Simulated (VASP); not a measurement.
Input of a VASP 6.6.1 run:

The input INCAR:

```
ALGO = Normal
EDIFF = 1E-6
ENCUT = 520
GGA = PE
ISIF = 2
ISMEAR = -1
LASPH = True
LCHARG = True
LDAU = True
LDAUJ = 0 0
LDAUL = 2 -1
LDAUPRINT = 1
LDAUTYPE = 2
LDAUU = 4 0
LELF = True
LMAXMIX = 4
LREAL = False
LVHAR = True
LWAVE = False
NBANDS = 22
NELM = 150
PREC = Accurate
SIGMA = 0.05
```

File KPOINTS:

```
k-points
0
Gamma
  9 9 5
```

The input POSCAR:

```
FeO
1.0
    1.5188209000      0.8768916600      2.5195772800
   -1.5188209000      0.8768916600      2.5195772800
    0.0000000000     -3.5075666300      5.0391545700
Fe O
2 2
Direct
    0.0000000000      0.0000000000      0.0000000000
    0.0000000000      0.0000000000      0.5000000000
    0.5000000000      0.5000000000      0.2500000000
    0.5000000000      0.5000000000      0.7500000000
```

Potentials or basis: VASP PAW PBE potentials, release 64 (Fe, O).

Launch:

```sh
$ cat potpaw_PBE.64/Fe/POTCAR potpaw_PBE.64/O/POTCAR > POTCAR
$ mpirun -np 1 vasp_std > vasp.out
```

What does it give for the band gap on the k mesh?

2.14 eV.

Predict the pressure.

-18.8 GPa.

Eigenvalues of the final occupation matrices:
```tsv
site	spin	trace	eigenvalues
site 1 d	1	3.15	0.13 0.13 0.96 0.96 0.96
site 1 d	2	3.15	0.13 0.13 0.96 0.96 0.96
site 2 d	1	3.15	0.13 0.13 0.96 0.96 0.96
site 2 d	2	3.15	0.13 0.13 0.96 0.96 0.96
```

Caveat: the cell stands under tension; the run has no spin polarisation, though such a crystal can be magnetic. Spin polarisation is off, so any magnetic state and its effect on volume and gap are missing.
